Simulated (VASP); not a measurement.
Wanted: the native input for a VASP 6.6.1 run.

```yaml
Task: single point
Functional: PBE
Dispersion: D3(BJ)
Potentials_or_basis: VASP PAW PBE potentials, release 64 (Sn_d, O)
Cutoff: 520 eV
k_mesh: 7 × 7 × 1
Occupations: gaussian, width 0.05 eV
Spin: no spin polarisation
Dipole_correction: yes
Further_INCAR_settings: ALGO = Normal; EDIFF = 1e-07; NBANDS = 50
```

The structure of SnO lies in POSCAR:

```
SnO
1.0
    3.8201526160      0.0002954389      0.0000000000
   -0.0003145156      3.8201526145      0.0000000000
    0.0000000000      0.0000000000     22.2260756252
Sn O
4 4
Direct
    0.9999453016      0.9999453016      0.2024648920
    0.4999453016      0.4999453016      0.3087831576
    0.6249453016      0.9999453016      0.4797535108
    0.1249453016      0.4999453016      0.5860717765
    0.9999461184      0.4999461184      0.2556240248
    0.4999461184      0.9999461184      0.2556240248
    0.6249461184      0.4999461184      0.5329126436
    0.1249461184      0.9999461184      0.5329126436
```

The input as run:

INCAR

```
ALGO = Normal
DIPOL = 0.5 0.5 0.394
EDIFF = 1E-7
ENCUT = 520
GGA = PE
IDIPOL = 3
ISIF = 2
ISMEAR = 0
IVDW = 12
LASPH = T
LCHARG = F
LDIPOL = T
LREAL = F
LWAVE = F
NBANDS = 50
NELM = 80
PREC = Accurate
SIGMA = 0.05
```

KPOINTS

```
k-points
0
Gamma
  7 7 1
```

Potentials or basis: VASP PAW PBE potentials, release 64 (Sn_d, O).

Command:

```bash
$ cat potpaw_PBE.64/Sn_d/POTCAR potpaw_PBE.64/O/POTCAR > POTCAR
$ mpirun -np 1 vasp_std > vasp.out
```

Results of the run:

| Item | Value |
| --- | --- |
| Largest force | 0.113 eV/Å |
| Band gap on the k mesh | 2.22 eV, indirect (least direct gap 2.46 eV) |
| Dispersion energy per atom | -0.159 eV |

Caveat: spin-orbit coupling is left out, which moves the levels of the heavy elements.

Wall time 13 min on 1 thread of Oxide Virtual Turin-like Processor (shared host), peak memory 0.41 GiB.
